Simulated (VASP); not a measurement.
# Na7Cl8 (a cell with a defect) in VASP: a series of runs

The runs below take Na7Cl8 (a cell with a defect) through single point, with LDA.

Program: VASP 6.6.1. These are calculated values, not measurements. Logs are shortened: lines on timing, memory, paths and dates and some standing lists are left out, and cuts for length are marked.

### Step 1. The cell of the first run

The cell holds a defect, 15 atoms: a = 8.431 Å, b = 8.431 Å, c = 8.431 Å, α = 60.00°, β = 60.00°, γ = 60.00°.

### Step 2. Single point, LDA

Input file INCAR:

```
SYSTEM = Na7Cl8
PREC = Accurate ; ENCUT = 520
EDIFF = 1E-6 ; ISMEAR = -1
SIGMA = 0.05 ; LREAL = Auto
LASPH = .True. ; NELM = 60
ALGO = Normal ; ISIF = 2
LWAVE = .False. ; LCHARG = .True.
LELF = .True. ; LVHAR = .True.
NBANDS = 66 ; NELECT = 106.0
```

Input file KPOINTS:

```
Automatic mesh
0
Gamma
  2 2 2
  0 0 0
```

Input file POSCAR:

```
Na7Cl8
1.0
    0.0000000000      5.9615940000      5.9615940000
    5.9615940000      0.0000000000      5.9615940000
    5.9615940000      5.9615940000      0.0000000000
Na Cl
7 8
Direct
    0.0212862533      0.0288177960     -0.0335816226
    0.1011726059     -0.0714154637      0.4848116125
   -0.1093331750      0.4593234628      0.0740909227
   -0.0085631460      0.5285247536      0.4310172749
    0.5214544969     -0.0215881860     -0.0019625624
    0.4872522349      0.1089138241      0.4395971950
    0.4441429591      0.5529896870     -0.0745773697
    0.2464777038      0.2668581591      0.2280262628
    0.3245189122      0.1945368973      0.7299641673
    0.2382416515      0.7132488392      0.1977994476
    0.2108328746      0.7161004255      0.7441130677
    0.8152265988      0.1683861732      0.3179434896
    0.8083911786      0.3378962070      0.7746418156
    0.6557726004      0.8111505077      0.2999952697
    0.7281693453      0.7363383015      0.8246368337
```

Potentials or basis: VASP PAW LDA potentials, release 64 (Na_pv, Cl).

Run with:

```bash
> cat potpaw_LDA.64/Na_pv/POTCAR potpaw_LDA.64/Cl/POTCAR > POTCAR
> mpirun -np 1 vasp_std > vasp.out
```

OUTCAR:

```text
SYSTEM = Na7Cl8
   PREC = Accurate
   ENCUT = 520
   EDIFF = 1E-6
   ISMEAR = -1
   LREAL = Auto
   LASPH = .True.
   NELM = 60
   ISIF = 2
   NELECT = 106.0

 ion  position               nearest neighbor table
   1  0.021  0.029  0.966-  13 2.58
   2  0.101  0.929  0.485-  11 2.30
   3  0.891  0.459  0.074-  12 2.42  15 2.55
   4  0.991  0.529  0.431-  10 2.59  13 2.59
   5  0.521  0.978  0.998-  15 2.49  14 2.73
   6  0.487  0.109  0.440-   9 2.41  12 2.64  14 2.72
   7  0.444  0.553  0.925-  11 2.51  10 2.62  13 2.68
   8  0.246  0.267  0.228-
   9  0.325  0.195  0.730-   6 2.41
  10  0.238  0.713  0.198-   4 2.59   7 2.62
  11  0.211  0.716  0.744-   2 2.30   7 2.51
  12  0.815  0.168  0.318-   3 2.42   6 2.64
  13  0.808  0.338  0.775-   1 2.58   4 2.59   7 2.68
  14  0.656  0.811  0.300-   6 2.72   5 2.73
  15  0.728  0.736  0.825-   5 2.49   3 2.55

  LATTYP: Found a face centered cubic cell.
 ALAT       =    11.9231880000

  Lattice vectors:

 A1 = (   0.0000000000,   5.9615940000,   5.9615940000)
 A2 = (   5.9615940000,   0.0000000000,   5.9615940000)
 A3 = (   5.9615940000,   5.9615940000,   0.0000000000)

Analysis of symmetry for initial positions (statically):
=====================================================================
 Subroutine PRICEL returns:
 Original cell was already a primitive cell.

 Routine SETGRP: Setting up the symmetry group for a
 face centered cubic supercell.

 Subroutine GETGRP returns: Found  1 space group operations
 (whereof  1 operations were pure point group operations)
 out of a pool of 48 trial point group operations.

The static configuration has the point symmetry C_1 .

Analysis of symmetry for dynamics (positions and initial velocities):
=====================================================================
 Subroutine PRICEL returns:
 Original cell was already a primitive cell.

 Routine SETGRP: Setting up the symmetry group for a
 face centered cubic supercell.

 Subroutine GETGRP returns: Found  1 space group operations
 (whereof  1 operations were pure point group operations)
 out of a pool of 48 trial point group operations.

The dynamic configuration has the point symmetry C_1 .

 Subroutine INISYM returns: Found  1 space group operations
 (whereof  1 operations are pure point group operations),
 and found     1 'primitive' translations
[... 117 lines left out ...]
   EMIN   =  10.00;   EMAX   =-10.00  energy-range for DOS
   EFERMI =   0.00;   METHOD = LEGACY
   ISMEAR =    -1;   SIGMA  =   0.05  broadening in eV -4-tet -1-fermi 0-gaus
   EFERMI_NEDOS =   21; number of points for ismear=-14 and -15
   IALGO  =     38    algorithm
   IMIX   =      4    mixing-type and parameters
     AMIX     =   0.40;   BMIX     =  1.00
     AMIX_MAG =   1.60;   BMIX_MAG =  1.00
  volume/ion in A,a.u.               =      28.25       190.64
  Fermi-wavevector in a.u.,A,eV,Ry     =   1.031504  1.949261 14.476615  1.064001
  Thomas-Fermi vector in A             =   2.165656
   LORBIT       =      0    0 simple, 1 ext, 2 COOP (PROOUT), +10 PAW based schemes
   GGA     = CA    functional components
   LHFCALC =     F    Hartree Fock is set to
   AEXX    =    0.0000 exact exchange contribution
   IVDW    =     0    specifies the selected vdW correction
   LEPSILON=     F    determine dielectric tensor
   LRPA    =     F    only Hartree local field effects (RPA)
 non-spin polarized calculation
  energy-cutoff  :      520.00
  volume of cell :      423.76
 maximum number of plane-waves:     11527
 NGX is ok and might be reduce to    64
   NGX = 31   NGY = 31   NGZ = 31

 number of electron     106.0000006 magnetization

 Free energy of the ion-electron system (eV)
  ---------------------------------------------------
  ext. energy  EPLUGINS =         0.00000000
  ---------------------------------------------------
  free energy    TOTEN  =       -51.52886818 eV

  energy without entropy =      -51.52886818  energy(sigma->0) =      -51.52886818

 E-fermi :  -0.3622     XC(G=0):  -7.7496

 val. band max:       -1.5956233408   @ k =   0.5000   0.0000   0.0000
 cond. band min:       2.1541332051   @ k =   0.0000   0.0000   0.0000
 fundamental gap:      3.7497565459
 Fermi energy:        -0.3622258515

 k-point     1 :       0.0000    0.0000    0.0000
  band No.  band energies     occupation
      1     -23.4232      2.00000
      2     -23.4061      2.00000
      3     -23.3993      2.00000
      4     -23.3849      2.00000
      5     -23.3789      2.00000
      6     -23.3752      2.00000
[... 533 lines left out ...]
     64       6.3892      0.00000
     65       6.5116      0.00000
 [bands above 65 left out]

------------------------ aborting loop because EDIFF is reached ----------------------------------------

  FORCE on cell =-STRESS in cart. coord.  units (eV):
  Direction    XX          YY          ZZ          XY          YZ          ZX
  --------------------------------------------------------------------------------------
  -------------------------------------------------------------------------------------
  Total        1.7204629      2.9547271      1.0885696     -0.0894397     -1.2513944      0.4645958
  in kB        6.5048714     11.1714816      4.1157559     -0.3381610     -4.7313775      1.7565831
  external PRESSURE =       7.2640363 kB  Pullay stress =       0.0000000 kB

 VOLUME and BASIS-vectors are now :
 -----------------------------------------------------------------------------
  energy-cutoff  :      520.00
  volume of cell :      423.76
      direct lattice vectors                 reciprocal lattice vectors
     0.000000000  5.961594000  5.961594000    -0.083870186  0.083870186  0.083870186
     5.961594000  0.000000000  5.961594000     0.083870186 -0.083870186  0.083870186
     5.961594000  5.961594000  0.000000000     0.083870186  0.083870186 -0.083870186

 POSITION                                       TOTAL-FORCE (eV/Angst)
 -----------------------------------------------------------------------------------
      5.93319      5.88829      0.29870        -0.081099      0.297161     -0.001429
      8.42609      3.49340      6.13899        -0.248595     -1.362082      0.246462
      3.18000      5.75149      8.04809        -0.002643     -0.140923      0.771680
      5.72040      8.48009      9.06139         0.147343     -0.097117     -0.094026
     11.78279      9.05859      8.94159         0.325229     -0.192151     -0.031388
      3.27000      5.52550      3.55410        -0.671877     -0.048334      0.046779
      8.81369      8.16479      5.94450        -0.108501      0.282072      0.199597
      2.95030      2.82880      3.06030        -0.056294     -0.028310     -0.145667
      5.51150      6.28640      3.09440         0.766499      0.209541     -0.500145
      5.43130      2.59950      5.67240         0.419394     -0.047827      0.244956
      8.70520      5.69300      5.52600         0.545119      0.915453     -0.313842
      2.89930      6.75550      5.86390        -0.345132      0.233217     -0.319982
      6.63250      9.43740      6.83370        -0.224799      0.012194     -0.457569
      6.62420      5.69790      8.74520        -0.290730      0.076624      0.240549
      9.30590      9.25720      8.73080        -0.173914     -0.109517      0.114025
 -----------------------------------------------------------------------------------
    total drift:                               -0.000667     -0.000126      0.000802

  FREE ENERGIE OF THE ION-ELECTRON SYSTEM (eV)
  ---------------------------------------------------
  free  energy   TOTEN  =       -51.5288681823 eV

  energy  without entropy=      -51.5288681823  energy(sigma->0) =      -51.52886818
```

Run time: 5.2 min. Hardware: 1 thread of AMD EPYC 7R43 (Zen 3), shared host; peak memory 0.45 GiB.

What came out:

```
Free energy   : -51.5289 eV
Largest force : 1.406 eV/Å
```

Forces in eV/Å, atoms in the order of the input:
```
Na  -0.081  0.297 -0.001
Na  -0.249 -1.362  0.246
Na  -0.003 -0.141  0.772
Na   0.147 -0.097 -0.094
Na   0.325 -0.192 -0.031
Na  -0.672 -0.048  0.047
Na  -0.109  0.282  0.200
Cl  -0.056 -0.028 -0.146
Cl   0.766  0.210 -0.500
Cl   0.419 -0.048  0.245
Cl   0.545  0.915 -0.314
Cl  -0.345  0.233 -0.320
Cl  -0.225  0.012 -0.458
Cl  -0.291  0.077  0.241
Cl  -0.174 -0.110  0.114
```

Levels at points of the mesh, in eV from the Fermi level:
| k point | band 51 | band 52 | band 53 | band 54 | band 55 | band 56 |
| --- | --- | --- | --- | --- | --- | --- |
| (0.00, 0.00, 0.00) | -1.55 | -1.38 | -1.27 | 2.52 | 4.79 | 4.96 |
| (0.50, 0.00, 0.00) | -1.60 | -1.37 | -1.23 | 3.74 | 3.92 | 5.06 |
| (0.00, 0.50, 0.00) | -1.62 | -1.39 | -1.25 | 3.74 | 3.92 | 5.08 |
| (0.00, 0.00, 0.50) | -1.60 | -1.40 | -1.28 | 3.68 | 4.03 | 5.18 |
| (0.50, 0.50, 0.50) | -1.59 | -1.41 | -1.34 | 3.72 | 4.01 | 5.14 |
| (0.50, 0.50, 0.00) | -1.63 | -1.40 | -1.30 | 4.07 | 4.26 | 5.00 |
| (0.00, 0.50, 0.50) | -1.65 | -1.40 | -1.26 | 4.16 | 4.24 | 5.04 |
| (0.50, 0.00, 0.50) | -1.59 | -1.39 | -1.25 | 4.06 | 4.24 | 4.98 |

Caveat: the k points lie up to 0.46 Å⁻¹ apart; the cell carries a net charge on a neutralising background, which shifts energy and pressure; the cell is charged against a uniform background, so pressure and absolute levels hang on convention; the atoms stand as in a frame of molecular dynamics.

### Step 3. Single point, LDA

Input file INCAR:

```
SYSTEM = Na7Cl8
PREC = Accurate ; ENCUT = 520
EDIFF = 1E-7 ; ISMEAR = -1
SIGMA = 0.05 ; LREAL = Auto
LASPH = .TRUE. ; NELM = 100
ALGO = Normal ; ISIF = 2
LWAVE = .FALSE. ; LCHARG = .FALSE.
GGA = CA ; NBANDS = 66
NELECT = 106.0
```

Input file KPOINTS:

```
regular mesh
0
G
  2 2 2
  0 0 0
```

Input file POSCAR:

```
Na7Cl8
1.0
    0.0000000000      5.9615940000      5.9615940000
    5.9615940000      0.0000000000      5.9615940000
    5.9615940000      5.9615940000      0.0000000000
Na Cl
7 8
Direct
    0.0050573722     -0.0731264155      0.0089824970
   -0.0470427875      0.0171011310      0.5510858338
    0.1130570113      0.5449884712     -0.0792070040
    0.1137699078      0.5119184567      0.4802490743
    0.4555576914     -0.0476634269      0.0644206902
    0.5401994836     -0.0198856212      0.4482274372
    0.5372053179      0.5725649885     -0.0906972196
    0.1680674665      0.2253004817      0.3865660761
    0.2706994136      0.2930759793      0.7673451094
    0.2339139499      0.7876416945      0.1850511793
    0.2919437318      0.7882707209      0.7436685558
    0.7836746347      0.1580869143      0.2285546449
    0.6189032665      0.2535144124      0.8526830240
    0.7317925374      0.7260390426      0.2249146789
    0.7597213094      0.7642502995      0.6870729540
```

Potentials or basis: VASP PAW LDA potentials, release 64 (Na_pv, Cl).

Run with:

```bash
> cat potpaw_LDA.64/Na_pv/POTCAR potpaw_LDA.64/Cl/POTCAR > POTCAR
> mpirun -np 1 vasp_std > vasp.out
```

OUTCAR:

```text
SYSTEM = Na7Cl8
   PREC = Accurate
   ENCUT = 520
   EDIFF = 1E-7
   ISMEAR = -1
   LREAL = Auto
   LASPH = .TRUE.
   NELM = 100
   ISIF = 2
   GGA = CA
   NELECT = 106.0

 ion  position               nearest neighbor table
   1  0.005  0.927  0.009-  10 2.48  11 2.57  12 2.69
   2  0.953  0.017  0.551-   8 2.55
   3  0.113  0.545  0.921-   9 2.48  11 2.55
   4  0.114  0.512  0.480-  10 2.58   8 2.67   9 2.70
[... 768 lines left out ...]
  energy-cutoff  :      520.00
  volume of cell :      423.76
      direct lattice vectors                 reciprocal lattice vectors
     0.000000000  5.961594000  5.961594000    -0.083870186  0.083870186  0.083870186
     5.961594000  0.000000000  5.961594000     0.083870186 -0.083870186  0.083870186
     5.961594000  5.961594000  0.000000000     0.083870186  0.083870186 -0.083870186

 POSITION                                       TOTAL-FORCE (eV/Angst)
 -----------------------------------------------------------------------------------
      5.57919      0.08370      5.55579         0.840103     -0.638982     -0.068182
      3.38730      8.96649      5.78309         0.131677     -0.578265     -0.095322
      8.73839      6.16339      3.92300         0.089446      0.223925     -0.605299
      5.91490      3.54130      3.73010         0.059051      0.179583     -0.358605
      6.06149      3.09990      8.39329         0.210181     -0.054149      1.183224
      8.51519      5.89260      9.06349        -0.019831     -0.171266     -0.070342
      8.83429      8.62349      6.61600        -0.191299      0.744747     -0.551435
      3.64770      3.30650      2.34510        -0.195869     -0.053364      0.382868
      6.32180      6.18840      3.36100        -0.310937     -0.515292     -0.424237
      5.79880      2.49770      6.09010        -0.264849      0.523782     -0.594147
      9.13280      6.17390      6.43980        -0.013648     -0.757894     -0.263315
      2.30500      6.03450      5.61440         0.210581      0.079059      0.293386
      6.59470      8.77300      5.20100        -0.287062      0.514583      0.114467
      5.66920      5.70350      8.69100        -0.233608      0.052688      0.452486
      8.65220      8.62520      9.08530        -0.023936      0.450842      0.604453
 -----------------------------------------------------------------------------------
    total drift:                                0.000407     -0.000679     -0.000691

  FREE ENERGIE OF THE ION-ELECTRON SYSTEM (eV)
  ---------------------------------------------------
  free  energy   TOTEN  =       -51.0399392887 eV

  energy  without entropy=      -51.0399392887  energy(sigma->0) =      -51.03993929
```

OSZICAR:

```text
N       E                     dE             d eps       ncg     rms          rms(c)
DAV:   1     0.111308836512E+04    0.11131E+04   -0.48640E+04  1056   0.158E+03
DAV:   2     0.101041213922E+03   -0.10120E+04   -0.98057E+03  1200   0.402E+02
DAV:   3    -0.473159506943E+02   -0.14836E+03   -0.14701E+03  1262   0.161E+02
DAV:   4    -0.540597915165E+02   -0.67438E+01   -0.67110E+01  1208   0.368E+01
DAV:   5    -0.542864233212E+02   -0.22663E+00   -0.22638E+00  1416   0.679E+00    0.675E+00
DAV:   6    -0.514144782918E+02    0.28719E+01   -0.53099E+00  1184   0.717E+00    0.473E+00
DAV:   7    -0.510863320181E+02    0.32815E+00   -0.92074E-01  1480   0.342E+00    0.311E+00
DAV:   8    -0.510402587868E+02    0.46073E-01   -0.10550E-01  1408   0.164E+00    0.571E-01
DAV:   9    -0.510399775182E+02    0.28127E-03   -0.14487E-02  1304   0.503E-01    0.330E-01
DAV:  10    -0.510400743604E+02   -0.96842E-04   -0.29578E-03  1264   0.278E-01    0.863E-02
DAV:  11    -0.510399913636E+02    0.82997E-04   -0.76535E-04  1384   0.127E-01    0.855E-02
DAV:  12    -0.510399503911E+02    0.40972E-04   -0.31071E-04  1296   0.672E-02    0.343E-02
DAV:  13    -0.510399426227E+02    0.77684E-05   -0.40463E-05  1256   0.250E-02    0.154E-02
DAV:  14    -0.510399398756E+02    0.27471E-05   -0.26623E-05  1336   0.227E-02    0.933E-03
DAV:  15    -0.510399394689E+02    0.40673E-06   -0.75962E-06  1256   0.117E-02    0.825E-03
DAV:  16    -0.510399393925E+02    0.76365E-07   -0.19830E-06  1168   0.454E-03    0.500E-03
DAV:  17    -0.510399392900E+02    0.10251E-06   -0.51492E-07  1064   0.239E-03    0.248E-03
DAV:  18    -0.510399392887E+02    0.13206E-08   -0.70619E-08   656   0.128E-03
   1 F= -.51039939E+02 E0= -.51039939E+02  d E =-.316225E-10
```

stdout:

```text
POSCAR found type information on POSCAR NaCl
 POSCAR found :  2 types and      15 ions
 scaLAPACK will be used
 LDA part: xc-table for (Slater(with rela. corr.)+CA(PZ))
 , standard interpolation
 POSCAR, INCAR and KPOINTS ok, starting setup
 FFT: planning ... GRIDC
 FFT: planning ... GRID_SOFT
 FFT: planning ... GRID
 WAVECAR not read
 entering main loop
 the old and the new charge density differ
 old charge density:   105.00000 new  106.00000
    0.675E+00
```

Run time: 6.4 min. Hardware: 1 thread of AMD EPYC 7R43 (Zen 3), shared host; peak memory 0.46 GiB.

What came out:

| Item | Value |
| --- | --- |
| Free energy | -51.0399 eV |
| Largest force | 1.203 eV/Å |

Forces in eV/Å, atoms in the order of the input:
```
Na   0.840 -0.639 -0.068
Na   0.132 -0.578 -0.095
Na   0.089  0.224 -0.605
Na   0.059  0.180 -0.359
Na   0.210 -0.054  1.183
Na  -0.020 -0.171 -0.070
Na  -0.191  0.745 -0.551
Cl  -0.196 -0.053  0.383
Cl  -0.311 -0.515 -0.424
Cl  -0.265  0.524 -0.594
Cl  -0.014 -0.758 -0.263
Cl   0.211  0.079  0.293
Cl  -0.287  0.515  0.114
Cl  -0.234  0.053  0.452
Cl  -0.024  0.451  0.604
```

Levels at points of the mesh, in eV from the Fermi level:
```csv
k point,band 51,band 52,band 53,band 54,band 55,band 56
"(0.00, 0.00, 0.00)",-1.93,-1.83,-1.24,1.71,3.85,4.02
"(0.50, 0.00, 0.00)",-1.94,-1.87,-1.28,2.82,3.33,4.10
"(0.00, 0.50, 0.00)",-1.99,-1.86,-1.24,2.62,3.31,4.14
"(0.00, 0.00, 0.50)",-1.94,-1.86,-1.26,2.75,3.15,4.44
"(0.50, 0.50, 0.50)",-1.94,-1.83,-1.28,2.79,3.19,4.33
"(0.50, 0.50, 0.00)",-2.00,-1.89,-1.25,3.04,3.56,4.02
"(0.00, 0.50, 0.50)",-1.97,-1.87,-1.25,2.98,3.59,4.01
"(0.50, 0.00, 0.50)",-1.95,-1.90,-1.26,3.09,3.40,4.34
```

Caveat: the k points lie up to 0.46 Å⁻¹ apart; the cell carries a net charge on a neutralising background, which shifts energy and pressure; the cell is charged against a uniform background, so pressure and absolute levels hang on convention; the atoms stand as in a frame of molecular dynamics.
